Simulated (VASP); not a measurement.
# NaMgF3 (Pmmm) in VASP: single point with LDA

Aim: the single point of NaMgF3 with LDA.

Everything below comes from runs of VASP 6.6.1. Logs are shortened: lines on timing, memory, paths and dates and some standing lists are left out, and cuts for length are marked.

## 1. The cell of the first run

It takes space group Pmmm (No. 47, orthorhombic). Conventional cell: a = 3.901 Å, b = 3.951 Å, c = 4.000 Å, α = 90.00°, β = 90.00°, γ = 90.00°. Na (site symmetry mmm) has 12 F at 2.78 to 2.81 Å and 8 Mg at 3.42 Å within 3.7 Å. Mg (site symmetry mmm) has 6 F at 1.95 to 2.00 Å within 2.6 Å. Within 2.6 Å of F (site symmetry mmm) lie 2 Mg at 1.98 Å. Within 2.6 Å of F (site symmetry mmm) lie 2 Mg at 1.95 Å. F (site symmetry mmm) has 2 Mg at 2.00 Å within 2.7 Å.

## 2. Single point, LDA (strain +0.0125 x Voigt [1, -1, 0, 0, 0, 0])

INCAR reads:

```
SYSTEM = NaMgF3
PREC     = Accurate       ! precision mode
ENCUT    = 520            ! plane-wave cutoff, eV
EDIFF    = 1E-7           ! SCF threshold, eV
ISMEAR   = 0              ! smearing method
SIGMA    = 0.05           ! smearing width, eV
LREAL    = .False.        ! projectors in reciprocal space
LASPH    = .True.         ! aspherical terms in the spheres
NELM     = 80             ! most SCF steps
ALGO     = Normal         ! electronic algorithm
ISIF     = 2              ! what is computed and relaxed
LWAVE    = .False.        ! write WAVECAR
LCHARG   = .False.        ! write CHGCAR
GGA      = CA             ! functional
NBANDS   = 23             ! bands
```

KPOINTS reads:

```
regular mesh
0
Gamma
  6 6 6
  0 0 0
```

POSCAR reads:

```
NaMgF3
1.0
    4.0002244875      0.0000000000      0.0000000000
    0.0000000000      3.9014535125      0.0000000000
    0.0000000000      0.0000000000      3.9508390000
Na Mg F
1 1 3
Direct
    0.0000000000      0.0000000000      0.0000000000
    0.5000000000      0.5000000000      0.5000000000
    0.5000000000      0.5000000000      0.0000000000
    0.5000000000      0.0000000000      0.5000000000
    0.0000000000      0.5000000000      0.5000000000
```

Potentials or basis: VASP PAW LDA potentials, release 64 (Na_pv, Mg, F).

The run is started by

```sh
$ cat potpaw_LDA.64/Na_pv/POTCAR potpaw_LDA.64/Mg/POTCAR potpaw_LDA.64/F/POTCAR > POTCAR
$ mpirun -np 1 vasp_std > vasp.out
```

OUTCAR:

```text
SYSTEM = NaMgF3
   PREC = Accurate
   ENCUT = 520
   EDIFF = 1E-7
   ISMEAR = 0
   LREAL = .False.
   LASPH = .True.
   NELM = 80
   ISIF = 2
   GGA = CA

 ion  position               nearest neighbor table
   1  0.000  0.000  0.000-
   2  0.500  0.500  0.500-   4 1.95   4 1.95   3 1.98   3 1.98   5 2.00   5 2.00
   3  0.500  0.500  0.000-   2 1.98   2 1.98
   4  0.500  0.000  0.500-   2 1.95   2 1.95
   5  0.000  0.500  0.500-   2 2.00   2 2.00

  LATTYP: Found a simple orthorhombic cell.
 ALAT       =     3.9014535125
 B/A-ratio  =     1.0126582278
 C/A-ratio  =     1.0253164557

  Lattice vectors:

 A1 = (   0.0000000000,   3.9014535125,   0.0000000000)
 A2 = (   0.0000000000,   0.0000000000,   3.9508390000)
 A3 = (   4.0002244875,   0.0000000000,   0.0000000000)

Analysis of symmetry for initial positions (statically):
=====================================================================
 Subroutine PRICEL returns:
 Original cell was already a primitive cell.

 Routine SETGRP: Setting up the symmetry group for a
 simple orthorhombic supercell.

 Subroutine GETGRP returns: Found  8 space group operations
 (whereof  8 operations were pure point group operations)
 out of a pool of  8 trial point group operations.

The static configuration has the point symmetry D_2h.

Analysis of symmetry for dynamics (positions and initial velocities):
=====================================================================
 Subroutine PRICEL returns:
 Original cell was already a primitive cell.

 Routine SETGRP: Setting up the symmetry group for a
 simple orthorhombic supercell.

 Subroutine GETGRP returns: Found  8 space group operations
 (whereof  8 operations were pure point group operations)
 out of a pool of  8 trial point group operations.

The dynamic configuration has the point symmetry D_2h.

 Subroutine INISYM returns: Found  8 space group operations
 (whereof  8 operations are pure point group operations),
 and found     1 'primitive' translations

----------------------------------------------------------------------------------------

                                     Primitive cell

  volume of cell :      61.6595

  direct lattice vectors                    reciprocal lattice vectors
     4.000224487  0.000000000  0.000000000     0.249985970  0.000000000  0.000000000
     0.000000000  3.901453512  0.000000000     0.000000000  0.256314729  0.000000000
     0.000000000  0.000000000  3.950839000     0.000000000  0.000000000  0.253110795

  length of vectors
     4.000224487  3.901453512  3.950839000     0.249985970  0.256314729  0.253110795

  position of ions in fractional coordinates (direct lattice)
     0.000000000  0.000000000  0.000000000
     0.500000000  0.500000000  0.500000000
     0.500000000  0.500000000  0.000000000
     0.500000000  0.000000000  0.500000000
     0.000000000  0.500000000  0.500000000

  ion indices of the primitive-cell ions
   primitive index   ion index
                 1           1
                 2           2
                 3           3
                 4           4
                 5           5

----------------------------------------------------------------------------------------

 KPOINTS: regular mesh

Automatic generation of k-mesh.
 Grid dimensions read from file:
 generate k-points for:    6    6    6

 Generating k-lattice:

  Cartesian coordinates                     Fractional coordinates (reciprocal lattice)
     0.041664328  0.000000000  0.000000000     0.166666667  0.000000000  0.000000000
     0.000000000  0.042719122  0.000000000     0.000000000  0.166666667  0.000000000
     0.000000000  0.000000000  0.042185132     0.000000000  0.000000000  0.166666667

  Length of vectors
     0.041664328  0.042719122  0.042185132

  Shift w.r.t. Gamma in fractional coordinates (k-lattice)
     0.000000000  0.000000000  0.000000000

 Subroutine IBZKPT returns following result:
 ===========================================

 Found     64 irreducible k-points:

 Following reciprocal coordinates:
            Coordinates               Weight
  0.000000  0.000000  0.000000      1.000000
  0.166667  0.000000  0.000000      2.000000
  0.333333  0.000000  0.000000      2.000000
  0.500000  0.000000  0.000000      1.000000
  0.000000  0.166667  0.000000      2.000000
  0.166667  0.166667  0.000000      4.000000
[... 16 lines left out ...]
  0.333333  0.166667  0.166667      8.000000
  0.500000  0.166667  0.166667      4.000000
 [... further k-points ...]
   k-points           NKPTS =     64   k-points in BZ     NKDIM =     64   number of bands    NBANDS=     23
   number of dos      NEDOS =    301   number of ions     NIONS =      5
   total plane-waves  NPLWV =  27000
   dimension x,y,z NGX =    30 NGY =   30 NGZ =   30
   dimension x,y,z NGXF=    60 NGYF=   60 NGZF=   60
   ions per type =               1   1   3
   NGX,Y,Z   is equivalent  to a cutoff of  12.47, 12.78, 12.62 a.u.
   NGXF,Y,Z  is equivalent  to a cutoff of  24.94, 25.57, 25.25 a.u.
 SYSTEM =  NaMgF3
   PREC   = accura    normal or accurate (medium, high low for compatibility)
   ISTART =      0    job   : 0-new  1-cont  2-samecut
   ICHARG =      2    charge: 1-file 2-atom 10-const
   ISPIN  =      1    spin polarized calculation?
   LNONCOLLINEAR =      F non collinear calculations
   LSORBIT =      F    spin-orbit coupling
   LASPH  =      T    aspherical Exc in radial PAW
   ENCUT  =  520.0 eV  38.22 Ry    6.18 a.u.   7.44  7.25  7.35*2*pi/ulx,y,z
   NELM   =     80;   NELMIN=  2; NELMDL= -5     # of ELM steps
   EDIFF  = 0.1E-06   stopping-criterion for ELM
   LREAL  =      F    real-space projection
   EDIFFG = 0.1E-05   stopping-criterion for IOM
   NSW    =      0    number of steps for IOM
   IBRION =     -1    ionic relax: 0-MD 1-quasi-New 2-CG
   NFREE  =      0    steps in history (QN), initial steepest desc. (CG)
   ISIF   =      2    stress and relaxation
   ISYM   =      2    0-nonsym 1-usesym 2-fastsym
   POTIM  = 0.5000    time-step for ionic-motion
   TEBEG  =    0.0;   TEEND  =   0.0 temperature during run
   PSTRESS=    0.0 pullay stress
   NELECT =      30.0000    total number of electrons
   NUPDOWN=      -1.0000    fix difference up-down
   EMIN   =  10.00;   EMAX   =-10.00  energy-range for DOS
   EFERMI =   0.00;   METHOD = LEGACY
   ISMEAR =     0;   SIGMA  =   0.05  broadening in eV -4-tet -1-fermi 0-gaus
   EFERMI_NEDOS =   21; number of points for ismear=-14 and -15
   IALGO  =     38    algorithm
   IMIX   =      4    mixing-type and parameters
     AMIX     =   0.40;   BMIX     =  1.00
     AMIX_MAG =   1.60;   BMIX_MAG =  1.00
  volume/ion in A,a.u.               =      12.33        83.22
  Fermi-wavevector in a.u.,A,eV,Ry     =   1.287603  2.433216 22.557380  1.657921
  Thomas-Fermi vector in A             =   2.419607
   LORBIT       =      0    0 simple, 1 ext, 2 COOP (PROOUT), +10 PAW based schemes
   GGA     = CA    functional components
   LHFCALC =     F    Hartree Fock is set to
   AEXX    =    0.0000 exact exchange contribution
   IVDW    =     0    specifies the selected vdW correction
   LEPSILON=     F    determine dielectric tensor
   LRPA    =     F    only Hartree local field effects (RPA)
 non-spin polarized calculation
 Gauss-broadening in eV      SIGMA  =   0.05
  energy-cutoff  :      520.00
  volume of cell :       61.66
 maximum number of plane-waves:      1679
 NGX is ok and might be reduce to    30
   NGX = 15   NGY = 15   NGZ = 15

 number of electron      29.9999975 magnetization

 Free energy of the ion-electron system (eV)
  ---------------------------------------------------
  ext. energy  EPLUGINS =         0.00000000
  ---------------------------------------------------
  free energy    TOTEN  =       -26.59515811 eV

  energy without entropy =      -26.59515811  energy(sigma->0) =      -26.59515811

 E-fermi :  -1.7456     XC(G=0):  -9.8809

 val. band max:       -2.0336656297   @ k =   0.5000   0.5000   0.5000
 cond. band min:       3.5595955826   @ k =   0.0000   0.0000   0.0000
 fundamental gap:      5.5932612124
 Fermi energy:        -1.7455799622

 k-point     1 :       0.0000    0.0000    0.0000
  band No.  band energies     occupation
      1     -22.1093      2.00000
      2     -22.1082      2.00000
      3     -22.1074      2.00000
      4     -21.9379      2.00000
      5     -21.1500      2.00000
      6     -21.1030      2.00000
[... 15 lines left out ...]
     22      13.1379      0.00000
     23      13.5747      0.00000

 k-point     2 :       0.1667    0.0000    0.0000
  band No.  band energies     occupation
      1     -22.1551      2.00000
      2     -22.1079      2.00000
      3     -22.1071      2.00000
      4     -21.8517      2.00000
      5     -21.1535      2.00000
      6     -21.1300      2.00000
[... 15 lines left out ...]
     22      13.7837      0.00000
     23      13.9104      0.00000

 k-point     3 :       0.3333    0.0000    0.0000
  band No.  band energies     occupation
      1     -22.2072      2.00000
      2     -22.1072      2.00000
      3     -22.1064      2.00000
      4     -21.6952      2.00000
      5     -21.2290      2.00000
      6     -21.1396      2.00000
[... 15 lines left out ...]
     22      14.0264      0.00000
     23      14.2450      0.00000

 k-point     4 :       0.5000    0.0000    0.0000
  band No.  band energies     occupation
      1     -22.2262      2.00000
      2     -22.1069      2.00000
      3     -22.1061      2.00000
      4     -21.5961      2.00000
      5     -21.3005      2.00000
      6     -21.1379      2.00000
[... 15 lines left out ...]
     22      14.1128      0.00000
     23      14.3414      0.00000

 k-point     5 :       0.0000    0.1667    0.0000
  band No.  band energies     occupation
      1     -22.1506      2.00000
      2     -22.1089      2.00000
      3     -22.1078      2.00000
      4     -21.8478      2.00000
      5     -21.1844      2.00000
      6     -21.1018      2.00000
[... 15 lines left out ...]
     22      13.8191      0.00000
     23      13.8259      0.00000

 k-point     6 :       0.1667    0.1667    0.0000
  band No.  band energies     occupation
      1     -22.1634      2.00000
      2     -22.1187      2.00000
      3     -22.1074      2.00000
      4     -21.7861      2.00000
      5     -21.1859      2.00000
      6     -21.1285      2.00000
[... 15 lines left out ...]
     22      13.9304      0.00000
     23      14.0935      0.00000

 k-point     7 :       0.3333    0.1667    0.0000
  band No.  band energies     occupation
      1     -22.1938      2.00000
      2     -22.1203      2.00000
      3     -22.1068      2.00000
      4     -21.6551      2.00000
      5     -21.2256      2.00000
      6     -21.1663      2.00000
[... 353 lines left out ...]
     22      14.0861      0.00000
     23      14.3928      0.00000

 k-point    21 :       0.0000    0.1667    0.1667
  band No.  band energies     occupation
      1     -22.1621      2.00000
      2     -22.1180      2.00000
      3     -22.1085      2.00000
      4     -21.7838      2.00000
      5     -21.1968      2.00000
      6     -21.1190      2.00000
[... 15 lines left out ...]
     22      13.8717      0.00000
     23      13.9918      0.00000

 k-point    22 :       0.1667    0.1667    0.1667
  band No.  band energies     occupation
      1     -22.1672      2.00000
      2     -22.1170      2.00000
      3     -22.1158      2.00000
      4     -21.7343      2.00000
      5     -21.1975      2.00000
      6     -21.1448      2.00000
[... 15 lines left out ...]
     22      13.8142      0.00000
     23      14.2777      0.00000

 k-point    23 :       0.3333    0.1667    0.1667
  band No.  band energies     occupation
      1     -22.1831      2.00000
      2     -22.1231      2.00000
      3     -22.1115      2.00000
      4     -21.6225      2.00000
      5     -21.2231      2.00000
      6     -21.1905      2.00000
[... 15 lines left out ...]
     22      14.2304      0.00000
     23      14.5671      0.00000

 k-point    24 :       0.5000    0.1667    0.1667
  band No.  band energies     occupation
      1     -22.1921      2.00000
      2     -22.1235      2.00000
      3     -22.1093      2.00000
      4     -21.5476      2.00000
      5     -21.2763      2.00000
      6     -21.1932      2.00000
[... 15 lines left out ...]
     22      14.6488      0.00000
     23      14.8269      0.00000

 [... further k-points ...]

------------------------ aborting loop because EDIFF is reached ----------------------------------------

  FORCE on cell =-STRESS in cart. coord.  units (eV):
  Direction    XX          YY          ZZ          XY          YZ          ZX
  --------------------------------------------------------------------------------------
  -------------------------------------------------------------------------------------
  Total       -3.2632956     -2.3574801     -2.8481937      0.0000000      0.0000000      0.0000000
  in kB      -84.7943394    -61.2573882    -74.0082215      0.0000000      0.0000000      0.0000000
  external PRESSURE =     -73.3533164 kB  Pullay stress =       0.0000000 kB

 VOLUME and BASIS-vectors are now :
 -----------------------------------------------------------------------------
  energy-cutoff  :      520.00
  volume of cell :       61.66
      direct lattice vectors                 reciprocal lattice vectors
     4.000224487  0.000000000  0.000000000     0.249985970  0.000000000  0.000000000
     0.000000000  3.901453512  0.000000000     0.000000000  0.256314729  0.000000000
     0.000000000  0.000000000  3.950839000     0.000000000  0.000000000  0.253110795

 POSITION                                       TOTAL-FORCE (eV/Angst)
 -----------------------------------------------------------------------------------
      0.00000      0.00000      0.00000         0.000000      0.000000      0.000000
      2.00011      1.95073      1.97542         0.000000      0.000000      0.000000
      2.00011      1.95073      0.00000         0.000000      0.000000      0.000000
      2.00011      0.00000      1.97542         0.000000      0.000000      0.000000
      0.00000      1.95073      1.97542         0.000000      0.000000      0.000000
 -----------------------------------------------------------------------------------
    total drift:                                0.000000      0.000000     -0.000000

  FREE ENERGIE OF THE ION-ELECTRON SYSTEM (eV)
  ---------------------------------------------------
  free  energy   TOTEN  =       -26.5951581134 eV

  energy  without entropy=      -26.5951581134  energy(sigma->0) =      -26.59515811
```

Run time: 41 s. Hardware: 1 thread of Intel Xeon Platinum 8488C (Sapphire Rapids), shared host; peak memory 0.2 GiB.

Results:

- Free energy: -26.5952 eV
- Pressure: -7.3 GPa
- Band gap on the k mesh: 5.59 eV, indirect (least direct gap 6.05 eV)

Levels at points of the mesh, in eV from the valence-band top:
| k point | band 12 | band 13 | band 14 | band 15 | band 16 | band 17 | band 18 | band 19 |
| --- | --- | --- | --- | --- | --- | --- | --- | --- |
| (0.00, 0.00, 0.00) | -0.64 | -0.47 | -0.47 | -0.46 | 5.59 | 12.82 | 13.08 | 13.10 |
| (0.50, 0.00, 0.00) | -1.00 | -0.88 | -0.54 | -0.54 | 8.47 | 8.94 | 14.34 | 14.50 |
| (0.00, 0.50, 0.00) | -1.11 | -0.87 | -0.54 | -0.54 | 8.63 | 8.93 | 14.24 | 14.44 |
| (0.50, 0.50, 0.00) | -1.20 | -1.10 | -1.01 | -0.03 | 10.11 | 10.66 | 10.76 | 12.60 |
| (0.00, 0.00, 0.50) | -1.04 | -0.87 | -0.54 | -0.54 | 8.55 | 8.94 | 14.19 | 14.47 |
| (0.50, 0.00, 0.50) | -1.18 | -1.03 | -0.99 | -0.04 | 10.06 | 10.64 | 10.69 | 12.59 |
| (0.00, 0.50, 0.50) | -1.21 | -1.12 | -1.07 | -0.01 | 10.16 | 10.73 | 10.78 | 12.61 |
| (0.50, 0.50, 0.50) | -1.17 | -0.03 | -0.02 | 0.00 | 9.91 | 12.36 | 12.41 | 12.46 |

Caveat: the cell differs from its parent crystal (strain +0.0125 x Voigt [1, -1, 0, 0, 0, 0]). A k mesh can miss the band edges.
